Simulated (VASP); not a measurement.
# Ag (I4/mmm) in VASP: a series of runs

The runs below take Ag through single point, with PBEsol.

Everything below comes from runs of VASP 6.6.1. Logs are shortened: lines on timing, memory, paths and dates and some standing lists are left out, and cuts for length are marked.

### Step 1. The cell of the first run

The structure is tetragonal, space group I4/mmm (No. 139). The conventional cell has a = 2.817 Å, b = 2.817 Å, c = 4.188 Å, α = 90.00°, β = 90.00°, γ = 90.00°. Ag (site symmetry 4/mmm) has 12 Ag at 2.82 to 2.89 Å within 3.7 Å.

### Step 2. Single point, PBEsol (strain -0.025 along x and y, +0.025 along z)

INCAR

```
SYSTEM = Ag
  ALGO = Fast
  EDIFF = 1E-7
  ENCUT = 520
  GGA = PS
  ISIF = 2
  ISMEAR = 0
  LASPH = .True.
  LCHARG = .False.
  LREAL = .False.
  LWAVE = .False.
  NBANDS = 12
  NELM = 100
  PREC = Accurate
  SIGMA = 0.15
```

KPOINTS

```
k-points
0
Gamma
  20 20 20
  0 0 0
```

POSCAR

```
Ag
1.0
    0.0000000000      1.9920225000      2.0941775000
    1.9920225000      0.0000000000      2.0941775000
    1.9920225000      1.9920225000      0.0000000000
Ag
1
Direct
    0.0000000000      0.0000000000      0.0000000000
```

Potentials or basis: VASP PAW PBE potentials, release 64 (Ag).

Started as:

```console
$ cat potpaw_PBE.64/Ag/POTCAR > POTCAR
$ mpirun -np 1 vasp_std > vasp.out
```

OUTCAR:

```text
SYSTEM = Ag
   EDIFF = 1E-7
   ENCUT = 520
   GGA = PS
   ISIF = 2
   ISMEAR = 0
   LASPH = .True.
   LREAL = .False.
   NELM = 100
   PREC = Accurate

 ion  position               nearest neighbor table
   1  0.000  0.000  0.000-

  LATTYP: Found a body centered tetragonal cell.
 ALAT       =     2.8171452361
 C/A-ratio  =     1.4867373348

  Lattice vectors:

 A1 = (  -1.9920225000,   0.0000000000,   2.0941775000)
 A2 = (   1.9920225000,   0.0000000000,   2.0941775000)
 A3 = (   0.0000000000,   1.9920225000,  -2.0941775000)

Analysis of symmetry for initial positions (statically):
=====================================================================
 Subroutine PRICEL returns:
 Original cell was already a primitive cell.

 Routine SETGRP: Setting up the symmetry group for a
 body centered tetragonal supercell.

 Subroutine GETGRP returns: Found 16 space group operations
 (whereof 16 operations were pure point group operations)
 out of a pool of 16 trial point group operations.

The static configuration has the point symmetry D_4h.

Analysis of symmetry for dynamics (positions and initial velocities):
=====================================================================
 Subroutine PRICEL returns:
 Original cell was already a primitive cell.

 Routine SETGRP: Setting up the symmetry group for a
 body centered tetragonal supercell.

 Subroutine GETGRP returns: Found 16 space group operations
 (whereof 16 operations were pure point group operations)
 out of a pool of 16 trial point group operations.

The dynamic configuration has the point symmetry D_4h.

 Subroutine INISYM returns: Found 16 space group operations
 (whereof 16 operations are pure point group operations),
 and found     1 'primitive' translations

----------------------------------------------------------------------------------------

                                     Primitive cell

  volume of cell :      16.6200

  direct lattice vectors                    reciprocal lattice vectors
     0.000000000  1.992022500  2.094177500    -0.251001181  0.251001181  0.238757221
     1.992022500  0.000000000  2.094177500     0.251001181 -0.251001181  0.238757221
     1.992022500  1.992022500  0.000000000     0.251001181  0.251001181 -0.238757221

  length of vectors
     2.890282519  2.890282519  2.817145236     0.427794572  0.427794572  0.427794572

  position of ions in fractional coordinates (direct lattice)
     0.000000000  0.000000000  0.000000000

  ion indices of the primitive-cell ions
   primitive index   ion index
                 1           1

----------------------------------------------------------------------------------------

 KPOINTS: k-points

Automatic generation of k-mesh.
 Grid dimensions read from file:
 generate k-points for:   20   20   20

 Generating k-lattice:

  Cartesian coordinates                     Fractional coordinates (reciprocal lattice)
    -0.012550059  0.012550059  0.011937861     0.050000000  0.000000000  0.000000000
     0.012550059 -0.012550059  0.011937861     0.000000000  0.050000000  0.000000000
     0.012550059  0.012550059 -0.011937861    -0.000000000 -0.000000000  0.050000000

  Length of vectors
     0.021389729  0.021389729  0.021389729

  Shift w.r.t. Gamma in fractional coordinates (k-lattice)
     0.000000000  0.000000000  0.000000000

 Subroutine IBZKPT returns following result:
 ===========================================

 Found    641 irreducible k-points:

 Following reciprocal coordinates:
            Coordinates               Weight
  0.000000  0.000000  0.000000      1.000000
  0.050000 -0.000000  0.000000      8.000000
  0.100000 -0.000000  0.000000      8.000000
  0.150000 -0.000000  0.000000      8.000000
  0.200000 -0.000000  0.000000      8.000000
  0.250000 -0.000000  0.000000      8.000000
[... 16 lines left out ...]
 -0.400000  0.050000  0.000000      8.000000
 -0.350000  0.050000  0.000000      8.000000
 [... further k-points ...]
   k-points           NKPTS =    641   k-points in BZ     NKDIM =    641   number of bands    NBANDS=     12
   number of dos      NEDOS =    301   number of ions     NIONS =      1
   total plane-waves  NPLWV =  13824
   dimension x,y,z NGX =    24 NGY =   24 NGZ =   24
   dimension x,y,z NGXF=    48 NGYF=   48 NGZF=   48
   ions per type =               1
   NGX,Y,Z   is equivalent  to a cutoff of  13.80, 13.80, 14.16 a.u.
   NGXF,Y,Z  is equivalent  to a cutoff of  27.61, 27.61, 28.33 a.u.
 SYSTEM =  Ag
   PREC   = accura    normal or accurate (medium, high low for compatibility)
   ISTART =      0    job   : 0-new  1-cont  2-samecut
   ICHARG =      2    charge: 1-file 2-atom 10-const
   ISPIN  =      1    spin polarized calculation?
   LNONCOLLINEAR =      F non collinear calculations
   LSORBIT =      F    spin-orbit coupling
   LASPH  =      T    aspherical Exc in radial PAW
   ENCUT  =  520.0 eV  38.22 Ry    6.18 a.u.   5.37  5.37  5.24*2*pi/ulx,y,z
   NELM   =    100;   NELMIN=  2; NELMDL= -5     # of ELM steps
   EDIFF  = 0.1E-06   stopping-criterion for ELM
   LREAL  =      F    real-space projection
   EDIFFG = 0.1E-05   stopping-criterion for IOM
   NSW    =      0    number of steps for IOM
   IBRION =     -1    ionic relax: 0-MD 1-quasi-New 2-CG
   NFREE  =      0    steps in history (QN), initial steepest desc. (CG)
   ISIF   =      2    stress and relaxation
   ISYM   =      2    0-nonsym 1-usesym 2-fastsym
   POTIM  = 0.5000    time-step for ionic-motion
   TEBEG  =    0.0;   TEEND  =   0.0 temperature during run
   PSTRESS=    0.0 pullay stress
   NELECT =      11.0000    total number of electrons
   NUPDOWN=      -1.0000    fix difference up-down
   EMIN   =  10.00;   EMAX   =-10.00  energy-range for DOS
   EFERMI =   0.00;   METHOD = LEGACY
   ISMEAR =     0;   SIGMA  =   0.15  broadening in eV -4-tet -1-fermi 0-gaus
   EFERMI_NEDOS =   21; number of points for ismear=-14 and -15
   IALGO  =     68    algorithm
   IMIX   =      4    mixing-type and parameters
     AMIX     =   0.40;   BMIX     =  1.00
     AMIX_MAG =   1.60;   BMIX_MAG =  1.00
  volume/ion in A,a.u.               =      16.62       112.16
  Fermi-wavevector in a.u.,A,eV,Ry     =   1.426686  2.696046 27.693747  2.035433
  Thomas-Fermi vector in A             =   2.546936
   LORBIT       =      0    0 simple, 1 ext, 2 COOP (PROOUT), +10 PAW based schemes
   GGA     = PS    functional components
   LHFCALC =     F    Hartree Fock is set to
   AEXX    =    0.0000 exact exchange contribution
   IVDW    =     0    specifies the selected vdW correction
   LEPSILON=     F    determine dielectric tensor
   LRPA    =     F    only Hartree local field effects (RPA)
 non-spin polarized calculation
 RMM-DIIS sequential band-by-band and
 Gauss-broadening in eV      SIGMA  =   0.15
  energy-cutoff  :      520.00
  volume of cell :       16.62
 maximum number of plane-waves:       462
 NGX is ok and might be reduce to    24
   NGX = 11   NGY = 11   NGZ = 11

 number of electron      11.0000002 magnetization

 Free energy of the ion-electron system (eV)
  ---------------------------------------------------
  ext. energy  EPLUGINS =         0.00000000
  ---------------------------------------------------
  free energy    TOTEN  =        -3.30849749 eV

  energy without entropy =       -3.30608500  energy(sigma->0) =       -3.30729124

 E-fermi :   8.5922     XC(G=0): -12.5649

 val. band max:        8.5770708385   @ k =  -0.2000   0.3000   0.1500
 cond. band min:       8.6206940807   @ k =   0.4500   0.0500   0.4000
 fundamental gap:      0.0436232422
 Fermi energy:         8.5922438133

 k-point     1 :       0.0000    0.0000    0.0000
  band No.  band energies     occupation
      1       0.5707      2.00000
      2       3.5050      2.00000
      3       3.8471      2.00000
      4       3.8471      2.00000
      5       4.6361      2.00000
      6       4.9918      2.00000
      7      24.6685      0.00000
      8      27.8836      0.00000
      9      28.5962      0.00000
     10      28.5962      0.00000
     11      33.2305      0.00000
     12      34.3502      0.00000

 k-point     2 :       0.0500   -0.0000    0.0000
  band No.  band energies     occupation
      1       0.6510      2.00000
      2       3.5170      2.00000
      3       3.8381      2.00000
      4       3.8696      2.00000
      5       4.6310      2.00000
      6       4.9789      2.00000
      7      24.6950      0.00000
      8      27.5382      0.00000
      9      28.2811      0.00000
     10      28.6349      0.00000
     11      33.3808      0.00000
     12      34.2914      0.00000

 k-point     3 :       0.1000   -0.0000    0.0000
  band No.  band energies     occupation
      1       0.8851      2.00000
      2       3.5396      2.00000
      3       3.8256      2.00000
      4       3.9314      2.00000
      5       4.6248      2.00000
      6       4.9464      2.00000
      7      24.6117      0.00000
      8      26.3178      0.00000
      9      28.2804      0.00000
     10      28.7355      0.00000
     11      32.5485      0.00000
     12      34.0736      0.00000
[... 286 lines left out ...]
 k-point    23 :      -0.4000    0.0500    0.0000
  band No.  band energies     occupation
      1       2.1260      2.00000
      2       3.5761      2.00000
      3       3.9239      2.00000
      4       5.4163      2.00000
      5       5.4287      2.00000
      6       7.2446      2.00000
      7      13.8204      0.00000
      8      23.5805      0.00000
      9      26.0741      0.00000
     10      27.8298      0.00000
     11      31.6094      0.00000
     12      32.3119      0.00000

 k-point    24 :      -0.3500    0.0500    0.0000
  band No.  band energies     occupation
      1       2.1786      2.00000
      2       3.6351      2.00000
      3       3.9772      2.00000
      4       5.1260      2.00000
      5       5.2636      2.00000
      6       6.2943      2.00000
      7      15.4662      0.00000
      8      23.8265      0.00000
      9      26.4199      0.00000
     10      28.5578      0.00000
     11      31.5305      0.00000
     12      32.1617      0.00000

 [... further k-points ...]

------------------------ aborting loop because EDIFF is reached ----------------------------------------

  FORCE on cell =-STRESS in cart. coord.  units (eV):
  Direction    XX          YY          ZZ          XY          YZ          ZX
  --------------------------------------------------------------------------------------
  -------------------------------------------------------------------------------------
  Total        0.0982663      0.0982663     -0.1591920      0.0000000      0.0000000      0.0000000
  in kB        9.4729047      9.4729047    -15.3461672      0.0000000      0.0000000      0.0000000
  external PRESSURE =       1.1998807 kB  Pullay stress =       0.0000000 kB

 VOLUME and BASIS-vectors are now :
 -----------------------------------------------------------------------------
  energy-cutoff  :      520.00
  volume of cell :       16.62
      direct lattice vectors                 reciprocal lattice vectors
     0.000000000  1.992022500  2.094177500    -0.251001181  0.251001181  0.238757221
     1.992022500  0.000000000  2.094177500     0.251001181 -0.251001181  0.238757221
     1.992022500  1.992022500  0.000000000     0.251001181  0.251001181 -0.238757221

 POSITION                                       TOTAL-FORCE (eV/Angst)
 -----------------------------------------------------------------------------------
      0.00000      0.00000      0.00000         0.000000      0.000000      0.000000
 -----------------------------------------------------------------------------------
    total drift:                               -0.000000      0.000000     -0.000000

  FREE ENERGIE OF THE ION-ELECTRON SYSTEM (eV)
  ---------------------------------------------------
  free  energy   TOTEN  =        -3.3084974886 eV

  energy  without entropy=       -3.3060849979  energy(sigma->0) =       -3.30729124
```

Wall time 37 s (1 thread of Intel Xeon 6975P-C (Granite Rapids), shared host); peak memory 0.24 GiB.

Results:

```
Free energy            : -3.3085 eV
Pressure               : 0.1 GPa
Band gap on the k mesh : zero (an odd number of electrons rules out a gap without spin polarisation)
```

Levels at points of the mesh, in eV from the Fermi level:
```tsv
k point	band 4	band 5	band 6	band 7	band 8	band 9
(0.00, 0.00, 0.00)	-4.75	-3.96	-3.60	16.08	19.29	20.00
(0.50, 0.00, 0.00)	-3.00	-2.87	-0.52	3.74	15.09	17.71
(0.50, 0.50, 0.00)	-2.74	-2.74	0.96	6.10	11.35	11.35
(0.50, 0.00, 0.50)	-2.84	-2.58	1.82	7.34	10.42	10.49
```

Caveat: the cell differs from its parent crystal (strain -0.025 along x and y, +0.025 along z); the PAW data sets were made with another functional, which shifts forces and pressure a little.

### Step 3. Single point, PBEsol (strain -0.025 along x and y, +0.050 along z)

INCAR

```
SYSTEM = Ag
PREC = Accurate
ENCUT = 520
EDIFF = 1E-6
ISMEAR = 0
SIGMA = 0.15
LREAL = .FALSE.
LASPH = .TRUE.
NELM = 80
ALGO = Normal
ISIF = 2
LWAVE = .FALSE.
LCHARG = .TRUE.
GGA = PS
LELF = .TRUE.
LVHAR = .TRUE.
NBANDS = 12
```

KPOINTS

```
regular mesh
0
G
  20 20 20
  0 0 0
```

POSCAR

```
Ag
1.0
    0.0000000000      1.9920225000      2.1452550000
    1.9920225000      0.0000000000      2.1452550000
    1.9920225000      1.9920225000      0.0000000000
Ag
1
Direct
    0.0000000000      0.0000000000      0.0000000000
```

Potentials or basis: VASP PAW PBE potentials, release 64 (Ag).

Started as:

```console
$ cat potpaw_PBE.64/Ag/POTCAR > POTCAR
$ mpirun -np 1 vasp_std > vasp.out
```

OUTCAR:

```text
SYSTEM = Ag
   PREC = Accurate
   ENCUT = 520
   EDIFF = 1E-6
   ISMEAR = 0
   LREAL = .FALSE.
   LASPH = .TRUE.
   NELM = 80
   ISIF = 2
   GGA = PS

 ion  position               nearest neighbor table
   1  0.000  0.000  0.000-

  LATTYP: Found a body centered tetragonal cell.
 ALAT       =     2.8171452361
 C/A-ratio  =     1.5229992210

  Lattice vectors:

 A1 = (  -1.9920225000,   0.0000000000,   2.1452550000)
 A2 = (   1.9920225000,   0.0000000000,   2.1452550000)
 A3 = (   0.0000000000,   1.9920225000,  -2.1452550000)
[... 540 lines left out ...]

 [... further k-points ...]

------------------------ aborting loop because EDIFF is reached ----------------------------------------

  FORCE on cell =-STRESS in cart. coord.  units (eV):
  Direction    XX          YY          ZZ          XY          YZ          ZX
  --------------------------------------------------------------------------------------
  -------------------------------------------------------------------------------------
  Total       -0.1264318     -0.1264318     -0.5180480      0.0000000      0.0000000     -0.0000000
  in kB      -11.8978762    -11.8978762    -48.7509637      0.0000000      0.0000000     -0.0000000
  external PRESSURE =     -24.1822387 kB  Pullay stress =       0.0000000 kB

 VOLUME and BASIS-vectors are now :
 -----------------------------------------------------------------------------
  energy-cutoff  :      520.00
  volume of cell :       17.03
      direct lattice vectors                 reciprocal lattice vectors
     0.000000000  1.992022500  2.145255000    -0.251001181  0.251001181  0.233072525
     1.992022500  0.000000000  2.145255000     0.251001181 -0.251001181  0.233072525
     1.992022500  1.992022500  0.000000000     0.251001181  0.251001181 -0.233072525

 POSITION                                       TOTAL-FORCE (eV/Angst)
 -----------------------------------------------------------------------------------
      0.00000      0.00000      0.00000         0.000000      0.000000      0.000000
 -----------------------------------------------------------------------------------
    total drift:                               -0.000000      0.000000     -0.000000

  FREE ENERGIE OF THE ION-ELECTRON SYSTEM (eV)
  ---------------------------------------------------
  free  energy   TOTEN  =        -3.3005787872 eV

  energy  without entropy=       -3.2982303421  energy(sigma->0) =       -3.29940456
```

OSZICAR:

```text
N       E                     dE             d eps       ncg     rms          rms(c)
DAV:   1     0.511683862912E+02    0.51168E+02   -0.54836E+03 15504   0.830E+02
DAV:   2    -0.284068287347E+01   -0.54009E+02   -0.50993E+02 17832   0.193E+02
DAV:   3    -0.364931290383E+01   -0.80863E+00   -0.80806E+00 18212   0.251E+01
DAV:   4    -0.365171676886E+01   -0.24039E-02   -0.24038E-02 17812   0.142E+00
DAV:   5    -0.365173500362E+01   -0.18235E-04   -0.18234E-04 18180   0.111E-01    0.558E+00
DAV:   6    -0.331434695554E+01    0.33739E+00   -0.13768E+00 16656   0.104E+01    0.335E+00
DAV:   7    -0.330459573469E+01    0.97512E-02   -0.10048E-02 17800   0.941E-01    0.191E+00
DAV:   8    -0.330056893807E+01    0.40268E-02   -0.74085E-04 17800   0.185E-01    0.930E-02
DAV:   9    -0.330057711216E+01   -0.81741E-05   -0.10672E-05 17816   0.241E-02    0.192E-02
DAV:  10    -0.330057896826E+01   -0.18561E-05   -0.23684E-06 17988   0.126E-02    0.368E-03
DAV:  11    -0.330057878723E+01    0.18103E-06   -0.70262E-08  9384   0.221E-03
   1 F= -.33005788E+01 E0= -.32994046E+01  d E =-.234845E-02
```

stdout:

```text
POSCAR found type information on POSCAR Ag
 POSCAR found :  1 types and       1 ions
 scaLAPACK will be used
 -----------------------------------------------------------------------------
|                                                                             |
|                                                                             |
|     You enforced a specific xc type in the INCAR file but a different       |
|     I HOPE YOU KNOW WHAT YOU ARE DOING!                                     |
|                                                                             |
 -----------------------------------------------------------------------------

 LDA part: xc-table for (Slater+PW92), standard interpolation
 POSCAR, INCAR and KPOINTS ok, starting setup
 FFT: planning ... GRIDC
 FFT: planning ... GRID_SOFT
 FFT: planning ... GRID
 WAVECAR not read
 entering main loop
```

Run time: 31 s. Hardware: 1 thread of Intel Xeon 6975P-C (Granite Rapids), shared host; peak memory 0.24 GiB.

Results:

```yaml
Free_energy: -3.3006 eV
Pressure: -2.4 GPa
Band_gap_on_the_k_mesh: zero (an odd number of electrons rules out a gap without spin polarisation)
```

Caveat: the cell differs from its parent crystal (strain -0.025 along x and y, +0.050 along z); the PAW data sets were made with another functional, which shifts forces and pressure a little.

(Continued in part 2 of 3.)
